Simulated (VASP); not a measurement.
# KF (Carobbiite) (Fm-3m) in VASP: further runs

Aim: see how the results for KF (Carobbiite) move with the level of theory and the settings. Levels: PBEsol, PBEsol+D3(BJ), PBEsol+D4. Tasks: single point, relaxation of cell and atoms.

Everything below comes from runs of VASP 6.6.1. Logs are shortened: lines on timing, memory, paths and dates and some standing lists are left out, and cuts for length are marked.

## 1. The cell of the first run

The structure is cubic, space group Fm-3m (No. 225). Conventional cell: a = 5.344 Å, b = 5.344 Å, c = 5.344 Å, α = 90.00°, β = 90.00°, γ = 90.00°. Within 3.5 Å of K (site symmetry m-3m) lie 6 F at 2.67 Å. Within 3.5 Å of F (site symmetry m-3m) lie 6 K at 2.67 Å.

## 2. Single point, PBEsol

The input, INCAR:

```
PREC = Accurate ; ENCUT = 520
EDIFF = 1E-6 ; ISMEAR = -1
SIGMA = 0.05 ; LREAL = False
LASPH = True ; NELM = 60
ALGO = Normal ; ISIF = 2
LWAVE = False ; LCHARG = False
GGA = PS ; NBANDS = 15
```

The input, KPOINTS:

```
regular mesh
0
Gamma
  6 6 6
```

The input, POSCAR:

```
KF
1.0
    0.0000000000      2.6718500000      2.6718500000
    2.6718500000      0.0000000000      2.6718500000
    2.6718500000      2.6718500000      0.0000000000
K F
1 1
Direct
    0.0000000000      0.0000000000      0.0000000000
    0.5000000000      0.5000000000      0.5000000000
```

Potentials or basis: VASP PAW PBE potentials, release 64 (K_sv, F).

On the command line:

```console
$ cat potpaw_PBE.64/K_sv/POTCAR potpaw_PBE.64/F/POTCAR > POTCAR
$ mpirun -np 1 vasp_std > vasp.out
```

OUTCAR:

```text
PREC = Accurate
   ENCUT = 520
   EDIFF = 1E-6
   ISMEAR = -1
   LREAL = False
   LASPH = True
   NELM = 60
   ISIF = 2
   GGA = PS

 ion  position               nearest neighbor table
   1  0.000  0.000  0.000-   2 2.67   2 2.67   2 2.67   2 2.67   2 2.67   2 2.67
   2  0.500  0.500  0.500-   1 2.67   1 2.67   1 2.67   1 2.67   1 2.67   1 2.67

  LATTYP: Found a face centered cubic cell.
 ALAT       =     5.3437000000

  Lattice vectors:

 A1 = (   0.0000000000,   2.6718500000,   2.6718500000)
 A2 = (   2.6718500000,   0.0000000000,   2.6718500000)
 A3 = (   2.6718500000,   2.6718500000,   0.0000000000)

Analysis of symmetry for initial positions (statically):
=====================================================================
 Subroutine PRICEL returns:
 Original cell was already a primitive cell.

 Routine SETGRP: Setting up the symmetry group for a
 face centered cubic supercell.

 Subroutine GETGRP returns: Found 48 space group operations
[... 9 lines left out ...]

 Routine SETGRP: Setting up the symmetry group for a
 face centered cubic supercell.

 Subroutine GETGRP returns: Found 48 space group operations
[... 11 lines left out ...]
                                     Primitive cell

  volume of cell :      38.1475

  direct lattice vectors                    reciprocal lattice vectors
     0.000000000  2.671850000  2.671850000    -0.187136254  0.187136254  0.187136254
     2.671850000  0.000000000  2.671850000     0.187136254 -0.187136254  0.187136254
     2.671850000  2.671850000  0.000000000     0.187136254  0.187136254 -0.187136254

  length of vectors
     3.778566507  3.778566507  3.778566507     0.324129500  0.324129500  0.324129500

  position of ions in fractional coordinates (direct lattice)
     0.000000000  0.000000000  0.000000000
     0.500000000  0.500000000  0.500000000

  ion indices of the primitive-cell ions
   primitive index   ion index
                 1           1
                 2           2

----------------------------------------------------------------------------------------

 KPOINTS: regular mesh

Automatic generation of k-mesh.
 Grid dimensions read from file:
 generate k-points for:    6    6    6

 Generating k-lattice:

  Cartesian coordinates                     Fractional coordinates (reciprocal lattice)
    -0.031189376  0.031189376  0.031189376     0.166666667  0.000000000  0.000000000
     0.031189376 -0.031189376  0.031189376     0.000000000  0.166666667  0.000000000
     0.031189376  0.031189376 -0.031189376     0.000000000  0.000000000  0.166666667

  Length of vectors
     0.054021583  0.054021583  0.054021583

  Shift w.r.t. Gamma in fractional coordinates (k-lattice)
     0.000000000  0.000000000  0.000000000

 Subroutine IBZKPT returns following result:
 ===========================================

 Found     16 irreducible k-points:

 Following reciprocal coordinates:
            Coordinates               Weight
  0.000000  0.000000  0.000000      1.000000
  0.166667  0.000000  0.000000      8.000000
  0.333333  0.000000  0.000000      8.000000
  0.500000  0.000000  0.000000      4.000000
  0.166667  0.166667  0.000000      6.000000
  0.333333  0.166667  0.000000     24.000000
[... 8 lines left out ...]
 -0.333333  0.333333  0.166667     24.000000
 -0.333333  0.500000  0.166667     12.000000
   k-points           NKPTS =     16   k-points in BZ     NKDIM =     16   number of bands    NBANDS=     15
   number of dos      NEDOS =    301   number of ions     NIONS =      2
   total plane-waves  NPLWV =  21952
   dimension x,y,z NGX =    28 NGY =   28 NGZ =   28
   dimension x,y,z NGXF=    56 NGYF=   56 NGZF=   56
   ions per type =               1   1
   NGX,Y,Z   is equivalent  to a cutoff of  12.32, 12.32, 12.32 a.u.
   NGXF,Y,Z  is equivalent  to a cutoff of  24.64, 24.64, 24.64 a.u.
 SYSTEM =  unknown system
   PREC   = accura    normal or accurate (medium, high low for compatibility)
   ISTART =      0    job   : 0-new  1-cont  2-samecut
   ICHARG =      2    charge: 1-file 2-atom 10-const
   ISPIN  =      1    spin polarized calculation?
   LNONCOLLINEAR =      F non collinear calculations
   LSORBIT =      F    spin-orbit coupling
   LASPH  =      T    aspherical Exc in radial PAW
   ENCUT  =  520.0 eV  38.22 Ry    6.18 a.u.   7.03  7.03  7.03*2*pi/ulx,y,z
   NELM   =     60;   NELMIN=  2; NELMDL= -5     # of ELM steps
   EDIFF  = 0.1E-05   stopping-criterion for ELM
   LREAL  =      F    real-space projection
   EDIFFG = 0.1E-04   stopping-criterion for IOM
   NSW    =      0    number of steps for IOM
   IBRION =     -1    ionic relax: 0-MD 1-quasi-New 2-CG
   NFREE  =      0    steps in history (QN), initial steepest desc. (CG)
   ISIF   =      2    stress and relaxation
   ISYM   =      2    0-nonsym 1-usesym 2-fastsym
   POTIM  = 0.5000    time-step for ionic-motion
   TEBEG  =    0.0;   TEEND  =   0.0 temperature during run
   PSTRESS=    0.0 pullay stress
   NELECT =      16.0000    total number of electrons
   NUPDOWN=      -1.0000    fix difference up-down
   EMIN   =  10.00;   EMAX   =-10.00  energy-range for DOS
   EFERMI =   0.00;   METHOD = LEGACY
   ISMEAR =    -1;   SIGMA  =   0.05  broadening in eV -4-tet -1-fermi 0-gaus
   EFERMI_NEDOS =   21; number of points for ismear=-14 and -15
   IALGO  =     38    algorithm
   IMIX   =      4    mixing-type and parameters
     AMIX     =   0.40;   BMIX     =  1.00
     AMIX_MAG =   1.60;   BMIX_MAG =  1.00
  volume/ion in A,a.u.               =      19.07       128.72
  Fermi-wavevector in a.u.,A,eV,Ry     =   1.225442  2.315750 20.431978  1.501708
  Thomas-Fermi vector in A             =   2.360480
   LORBIT       =      0    0 simple, 1 ext, 2 COOP (PROOUT), +10 PAW based schemes
   GGA     = PS    functional components
   LHFCALC =     F    Hartree Fock is set to
   AEXX    =    0.0000 exact exchange contribution
   IVDW    =     0    specifies the selected vdW correction
   LEPSILON=     F    determine dielectric tensor
   LRPA    =     F    only Hartree local field effects (RPA)
 non-spin polarized calculation
  energy-cutoff  :      520.00
  volume of cell :       38.15
 maximum number of plane-waves:      1034
   NGX = 13   NGY = 13   NGZ = 13

 number of electron      16.0000002 magnetization

 Free energy of the ion-electron system (eV)
  ---------------------------------------------------
  ext. energy  EPLUGINS =         0.00000000
  ---------------------------------------------------
  free energy    TOTEN  =        -8.51950980 eV

  energy without entropy =       -8.51950980  energy(sigma->0) =       -8.51950980

 E-fermi :  -1.7582     XC(G=0):  -8.6086

 val. band max:       -2.9076063073   @ k =   0.0000   0.0000   0.0000
 cond. band min:       3.1224490826   @ k =   0.0000   0.0000   0.0000
 fundamental gap:      6.0300553899
 Fermi energy:        -1.7582346646

 k-point     1 :       0.0000    0.0000    0.0000
  band No.  band energies     occupation
      1     -28.8723      2.00000
      2     -21.4353      2.00000
      3     -12.1838      2.00000
      4     -12.1838      2.00000
      5     -12.1838      2.00000
      6      -2.9076      2.00000
      7      -2.9076      2.00000
      8      -2.9076      2.00000
      9       3.1224      0.00000
     10       7.7274      0.00000
     11       7.7274      0.00000
     12       7.7274      0.00000
     13       9.4012      0.00000
     14       9.4012      0.00000
     15      13.8095      0.00000

 k-point     2 :       0.1667    0.0000    0.0000
  band No.  band energies     occupation
      1     -28.8480      2.00000
      2     -21.4584      2.00000
      3     -12.2552      2.00000
      4     -12.1933      2.00000
      5     -12.1933      2.00000
      6      -3.1472      2.00000
      7      -2.9993      2.00000
      8      -2.9993      2.00000
      9       3.8713      0.00000
     10       7.3233      0.00000
     11       8.0933      0.00000
     12       8.0933      0.00000
     13       9.6629      0.00000
     14       9.6629      0.00000
     15      15.0561      0.00000

 k-point     3 :       0.3333    0.0000    0.0000
  band No.  band energies     occupation
      1     -28.7989      2.00000
      2     -21.5045      2.00000
      3     -12.3958      2.00000
      4     -12.2119      2.00000
      5     -12.2119      2.00000
      6      -3.5465      2.00000
      7      -3.1766      2.00000
      8      -3.1766      2.00000
      9       5.4366      0.00000
     10       7.0761      0.00000
     11       8.8246      0.00000
     12       8.8246      0.00000
     13      10.5094      0.00000
     14      10.5094      0.00000
     15      14.8067      0.00000

 k-point     4 :       0.5000    0.0000    0.0000
  band No.  band energies     occupation
      1     -28.7739      2.00000
      2     -21.5273      2.00000
      3     -12.4649      2.00000
      4     -12.2211      2.00000
      5     -12.2211      2.00000
      6      -3.7202      2.00000
      7      -3.2625      2.00000
      8      -3.2625      2.00000
      9       6.0653      0.00000
     10       7.5528      0.00000
     11       9.1410      0.00000
     12       9.1410      0.00000
     13      11.4115      0.00000
     14      11.4115      0.00000
     15      13.2208      0.00000

 k-point     5 :       0.1667    0.1667    0.0000
  band No.  band energies     occupation
      1     -28.8406      2.00000
      2     -21.4597      2.00000
      3     -12.2381      2.00000
      4     -12.2381      2.00000
      5     -12.2308      2.00000
      6      -3.2767      2.00000
      7      -2.9372      2.00000
      8      -2.9372      2.00000
      9       4.0476      0.00000
     10       6.8284      0.00000
     11       8.4364      0.00000
     12       8.4364      0.00000
     13       9.6537      0.00000
     14       9.6800      0.00000
     15      15.4970      0.00000

 k-point     6 :       0.3333    0.1667    0.0000
  band No.  band energies     occupation
      1     -28.8011      2.00000
      2     -21.4851      2.00000
      3     -12.3833      2.00000
      4     -12.2749      2.00000
      5     -12.2680      2.00000
      6      -3.4477      2.00000
      7      -3.0809      2.00000
      8      -3.0338      2.00000
      9       5.2966      0.00000
     10       6.4390      0.00000
     11       8.9581      0.00000
     12       9.1522      0.00000
     13      10.1043      0.00000
     14      10.3371      0.00000
     15      15.3872      0.00000

 k-point     7 :       0.5000    0.1667    0.0000
  band No.  band energies     occupation
      1     -28.7686      2.00000
      2     -21.5092      2.00000
      3     -12.4917      2.00000
      4     -12.3205      2.00000
      5     -12.2672      2.00000
      6      -3.5392      2.00000
      7      -3.2154      2.00000
      8      -3.1867      2.00000
      9       6.2094      0.00000
     10       7.0703      0.00000
     11       8.9218      0.00000
[... 82 lines left out ...]
      4     -12.4219      2.00000
      5     -12.2961      2.00000
      6      -3.3923      2.00000
      7      -3.1758      2.00000
      8      -3.0889      2.00000
      9       6.2844      0.00000
     10       7.3204      0.00000
     11       8.4310      0.00000
     12      10.3329      0.00000
     13      10.6258      0.00000
     14      11.5865      0.00000
     15      13.6128      0.00000

 k-point    13 :       0.5000    0.5000    0.0000
  band No.  band energies     occupation
      1     -28.7526      2.00000
      2     -21.4540      2.00000
      3     -12.7596      2.00000
      4     -12.4013      2.00000
      5     -12.4013      2.00000
      6      -3.1209      2.00000
      7      -2.9641      2.00000
      8      -2.9641      2.00000
      9       5.1905      0.00000
     10       7.3271      0.00000
     11       8.7517      0.00000
     12      10.6930      0.00000
     13      11.3633      0.00000
     14      11.3633      0.00000
     15      12.8690      0.00000

 k-point    14 :       0.5000    0.3333    0.1667
  band No.  band energies     occupation
      1     -28.7709      2.00000
      2     -21.4896      2.00000
      3     -12.4867      2.00000
      4     -12.4293      2.00000
      5     -12.2666      2.00000
      6      -3.4157      2.00000
      7      -3.1836      2.00000
      8      -3.0216      2.00000
      9       6.2732      0.00000
     10       6.3659      0.00000
     11       8.7468      0.00000
     12      10.0146      0.00000
     13      10.3561      0.00000
     14      11.5578      0.00000
     15      13.2798      0.00000

 k-point    15 :      -0.3333    0.3333    0.1667
  band No.  band energies     occupation
      1     -28.7557      2.00000
      2     -21.4916      2.00000
      3     -12.5461      2.00000
      4     -12.4960      2.00000
      5     -12.2678      2.00000
      6      -3.3955      2.00000
      7      -3.1411      2.00000
      8      -3.1203      2.00000
      9       6.5592      0.00000
     10       6.8878      0.00000
     11       8.4803      0.00000
     12      10.2765      0.00000
     13      10.8893      0.00000
     14      12.0347      0.00000
     15      12.5588      0.00000

 k-point    16 :      -0.3333    0.5000    0.1667
  band No.  band energies     occupation
      1     -28.7504      2.00000
      2     -21.4730      2.00000
      3     -12.6718      2.00000
      4     -12.4926      2.00000
      5     -12.3055      2.00000
      6      -3.2334      2.00000
      7      -3.1035      2.00000
      8      -3.0278      2.00000
      9       5.9368      0.00000
     10       7.6084      0.00000
     11       7.9749      0.00000
     12      10.5886      0.00000
     13      11.3704      0.00000
     14      12.0761      0.00000
     15      12.3902      0.00000

------------------------ aborting loop because EDIFF is reached ----------------------------------------

  FORCE on cell =-STRESS in cart. coord.  units (eV):
  Direction    XX          YY          ZZ          XY          YZ          ZX
  --------------------------------------------------------------------------------------
  -------------------------------------------------------------------------------------
  Total       -0.1480968     -0.1480968     -0.1480968      0.0000000      0.0000000     -0.0000000
  in kB       -6.2199962     -6.2199962     -6.2199962      0.0000000      0.0000000     -0.0000000
  external PRESSURE =      -6.2199962 kB  Pullay stress =       0.0000000 kB

 VOLUME and BASIS-vectors are now :
 -----------------------------------------------------------------------------
  energy-cutoff  :      520.00
  volume of cell :       38.15
      direct lattice vectors                 reciprocal lattice vectors
     0.000000000  2.671850000  2.671850000    -0.187136254  0.187136254  0.187136254
     2.671850000  0.000000000  2.671850000     0.187136254 -0.187136254  0.187136254
     2.671850000  2.671850000  0.000000000     0.187136254  0.187136254 -0.187136254

 POSITION                                       TOTAL-FORCE (eV/Angst)
 -----------------------------------------------------------------------------------
      0.00000      0.00000      0.00000         0.000000      0.000000      0.000000
      2.67185      2.67185      2.67185         0.000000     -0.000000     -0.000000
 -----------------------------------------------------------------------------------
    total drift:                                0.000000      0.000000      0.000000

  FREE ENERGIE OF THE ION-ELECTRON SYSTEM (eV)
  ---------------------------------------------------
  free  energy   TOTEN  =        -8.5195098038 eV

  energy  without entropy=       -8.5195098038  energy(sigma->0) =       -8.51950980
```

Wall time 12 s (1 thread of Intel Xeon Platinum 8259CL at 2.50GHz (Skylake/Cascade Lake), shared host); peak memory 0.15 GiB.

Results:

- Free energy: -8.5195 eV
- Pressure: -0.6 GPa
- Band gap on the k mesh: 6.03 eV, direct

Levels at points of the mesh, in eV from the valence-band top:
```tsv
k point	band 4	band 5	band 6	band 7	band 8	band 9	band 10	band 11	band 12	band 13
(0.00, 0.00, 0.00)	-9.28	-9.28	0.00	0.00	0.00	6.03	10.63	10.63	10.63	12.31
(0.50, 0.00, 0.00)	-9.31	-9.31	-0.81	-0.35	-0.35	8.97	10.46	12.05	12.05	14.32
(0.50, 0.50, 0.00)	-9.49	-9.49	-0.21	-0.06	-0.06	8.10	10.23	11.66	13.60	14.27
```

Caveat: the PAW data sets were made with another functional, which shifts forces and pressure a little. A hybrid or GW would open this gap; PBEsol tends to underestimate it.

(Continued in part 2 of 2.)
